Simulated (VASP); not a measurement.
A run of VASP 6.6.1:

INCAR

```
SYSTEM = KZrN
PREC = Accurate
ENCUT = 520
EDIFF = 1E-7
ISMEAR = 0
SIGMA = 0.1
LREAL = .FALSE.
LASPH = .TRUE.
NELM = 100
ALGO = Normal
ISIF = 2
LWAVE = .FALSE.
LCHARG = .FALSE.
GGA = PE
NBANDS = 35
```

Contents of KPOINTS:

```
Automatic mesh
0
G
  10 10 4
  0 0 0
```

The input POSCAR:

```
KZrN
1.0
    4.2914536010      0.0000000000      0.0000000000
    0.0000000000      4.2914536010      0.0000000000
    0.0000000000      0.0000000000     10.9802924497
K Zr N
2 2 2
Direct
    0.0000000000      0.5000000000      0.3281196299
    0.5000000000      0.0000000000      0.6718803701
    0.0000000000      0.0000000000      0.0000000000
    0.5000000000      0.5000000000      0.0000000000
    0.0000000000      0.5000000000      0.9626825192
    0.5000000000      0.0000000000      0.0373174808
```

Potentials or basis: VASP PAW PBE potentials, release 64 (K_sv, Zr_sv, N).

Command:

```console
$ cat potpaw_PBE.64/K_sv/POTCAR potpaw_PBE.64/Zr_sv/POTCAR potpaw_PBE.64/N/POTCAR > POTCAR
$ mpirun -np 1 vasp_std > vasp.out
```

Hardware: 1 thread of Intel(R) Xeon(R) 6975P-C (Granite Rapids) (shared host).

Estimate the wall time of this run.

It took 3.5 min on 1 thread of Intel(R) Xeon(R) 6975P-C (Granite Rapids) (shared host), peak memory 0.53 GiB. Counts: scf iterations 16, k points 63.
